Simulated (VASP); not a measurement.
A run of VASP 6.6.1:

Contents of POSCAR:

```
Yb
1.0
   -2.1514830000      2.1514830000      2.1514830000
    2.1514830000     -2.1514830000      2.1514830000
    2.1514830000      2.1514830000     -2.1514830000
Yb
1
Direct
    0.0000000000      0.0000000000      0.0000000000
```

INCAR.step1

```
SYSTEM = Yb
  PREC = Accurate
  ENCUT = 520
  ISMEAR = -1
  SIGMA = 0.05
  LREAL = .FALSE.
  LASPH = .TRUE.
  NELM = 150
  ISPIN = 2
  MAGMOM = 1
  LMAXMIX = 6
  NBANDS = 22
  GGA = PE
  ALGO = Normal
  EDIFF = 1E-4
  LWAVE = .TRUE.
  LCHARG = .FALSE.
```

File INCAR.step2:

```
SYSTEM = Yb
  PREC = Accurate
  ENCUT = 520
  EDIFF = 1E-6
  ISMEAR = -1
  SIGMA = 0.05
  LREAL = .FALSE.
  LASPH = .TRUE.
  NELM = 150
  ALGO = Normal
  ISIF = 2
  LWAVE = .FALSE.
  LCHARG = .TRUE.
  ISPIN = 2
  MAGMOM = 1
  LORBIT = 11
  LMAXMIX = 6
  METAGGA = R2SCAN
  LMIXTAU = .TRUE.
  LELF = .TRUE.
  LVHAR = .TRUE.
  NBANDS = 22
  ISTART = 1
```

File KPOINTS:

```
regular mesh
0
G
  9 9 9
  0 0 0
```

Potentials or basis: VASP PAW PBE potentials, release 64 (Yb).

The run is started by

```bash
$ cat potpaw_PBE.64/Yb/POTCAR > POTCAR
$ cp INCAR.step1 INCAR
$ mpirun -np 1 vasp_std > vasp.out
$ cp INCAR.step2 INCAR
$ mpirun -np 1 vasp_std > vasp.out
```

Hardware: 1 thread of Oxide Virtual Turin-like Processor, with other jobs on the host.

Problem. Estimate the wall time of this run.

Solution. Wall time 14 min on 1 thread of Oxide Virtual Turin-like Processor (shared host), peak memory 0.2 GiB. Counts: k points 35.
